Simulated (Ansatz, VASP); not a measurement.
One calculation of MnHg, two programs

INCAR

```
  ALGO = Normal
  EDIFF = 1E-7
  ENCUT = 520
  GGA = PS
  ISIF = 2
  ISMEAR = 0
  ISPIN = 2
  LASPH = True
  LCHARG = True
  LELF = True
  LMAXMIX = 4
  LORBIT = 11
  LREAL = False
  LVHAR = True
  LWAVE = False
  MAGMOM = 4.23 0
  NBANDS = 24
  NELM = 150
  PREC = Accurate
  SIGMA = 0.15
```

File KPOINTS:

```
k-points
0
Gamma
  14 14 14
```

POSCAR

```
MnHg
1.0
    3.3150000000      0.0000000000      0.0000000000
    0.0000000000      3.3150000000      0.0000000000
    0.0000000000      0.0000000000      3.3150000000
Mn Hg
1 1
Direct
    0.5000000000      0.5000000000      0.5000000000
    0.0000000000      0.0000000000      0.0000000000
```

Input for Ansatz:

```yaml
crystal:
  lattice:
    - [3.315, 0.0, 0.0]
    - [0.0, 3.315, 0.0]
    - [0.0, 0.0, 3.315]
  atoms:
    - { symbol: Mn, position: [0.5, 0.5, 0.5], spin: 4.23 }
    - { symbol: Hg, position: [0.0, 0.0, 0.0] }
basis:
  ecutwfc: 420
kpoints:
  mp_grid: { grid: [14, 14, 14] }
hamiltonian:
  xc: pbesol
scf:
  occupations: { method: gaussian, width: 0.15 }
output:
  forces: true
  stress: true
  eigenvalues: true
  populations: true
  write_density: true
  write_potential: true
  elf: true
  volumetric_format: npy
magnetization:
  spin_polarized: true
```

Alike in both runs: task single point; functional PBEsol; k mesh 14 × 14 × 14; occupations gaussian, width 0.15 eV; collinear spin.

|  | VASP | Ansatz |
| --- | --- | --- |
| version | VASP 6.6.1 | Ansatz 0.2.0 |
| potentials or method | VASP PAW PBE potentials, release 64 (Mn_pv, Hg), cutoff 520 eV | scalar-relativistic, plane waves, PAW |
| valence electrons in the cell | 25 | 35 |

|  | VASP | Ansatz | Ansatz less VASP |
| --- | --- | --- | --- |
| gap on the k mesh at the Fermi level (eV) | none | none | - |
| pressure (GPa) | -4.6 | -5.1 | -0.49 |
| net moment per atom (μB) | 1.95 | 1.95 | -0.002 |
| size of the moment on the site where the two differ most (μB) | 3.81 | 3.86 | +0.054 |

VASP's potentials were made for PBE, not for PBEsol. Site moments also hang on the region over which each program counts them. A gap of «none» marks a metal or a gap that the smearing closes. VASP's potentials hold 25 valence electrons a cell and Ansatz's 35, so a difference there can come from the potentials and not from the codes.

Spin-orbit coupling is off throughout.
